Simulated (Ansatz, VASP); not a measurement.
# Two plane-wave programs on ZrS2

INCAR

```
ALGO = Normal
EDIFF = 1E-6
ENCUT = 500
GGA = PE
GGA_COMPAT = False
ISIF = 2
ISMEAR = 0
LASPH = True
LCHARG = True
LELF = True
LREAL = False
LVHAR = True
LWAVE = False
NBANDS = 19
NELM = 120
PREC = Accurate
SIGMA = 0.01
```

The input KPOINTS:

```
k-points
0
Gamma
  2 2 2
```

The input POSCAR:

```
ZrS2
1.0
    3.6743990828      0.0000000000      0.0000000000
   -1.8371995414      3.1821229494      0.0000000000
    0.0000000000      0.0000000000      5.8568562426
Zr S
1 2
Direct
    0.0000000000      0.0000000000      0.0000000000
    0.3333333333      0.6666666667      0.2462324613
    0.6666666667      0.3333333333      0.7537675387
```

Input for Ansatz:

```yaml
crystal:
  lattice:
    - [3.6743990828, 0.0, 0.0]
    - [-1.8371995414, 3.1821229494, 0.0]
    - [0.0, 0.0, 5.8568562426]
  atoms:
    - { symbol: Zr, position: [0.0, 0.0, 0.0] }
    - { symbol: S, position: [0.3333333333, 0.6666666667, 0.2462324613] }
    - { symbol: S, position: [0.6666666667, 0.3333333333, 0.7537675387] }
kpoints:
  mp_grid: { grid: [2, 2, 2] }
hamiltonian:
  xc: pbe
scf:
  occupations: { method: fixed }
  n_extra_bands: 4
output:
  forces: true
  stress: true
  eigenvalues: true
```

Alike in both runs: task single point; functional PBE; k mesh 2 × 2 × 2; no spin polarisation.

```csv
,VASP,Ansatz
version,VASP 6.6.1,Ansatz 0.2.0
potentials or method,"VASP PAW PBE potentials, release 64 (Zr_sv, S)",plane waves
plane-wave cutoff (eV),500,420
occupations,"gaussian, width 0.01 eV",fixed
valence electrons in the cell,24,24
```

Ansatz gave:

```
gap on the k mesh at the Fermi level (eV)                     : 0.61
pressure (GPa)                                                : 4.7
traceless stress, the component that is largest in VASP (GPa) : -3.91
rms of the force components (eV/Å)                            : 0.209
```

Question: What did VASP give for the same quantities?

Answer: gap on the k mesh at the Fermi level (eV): 0.61; pressure (GPa): 4.7; traceless stress, the component that is largest in VASP (GPa): -3.91; rms of the force components (eV/Å): 0.205.

Atom by atom the forces differ by 0.004 eV/Å (rms over components).

The k mesh is coarse, so the values compare programs but aren't converged.
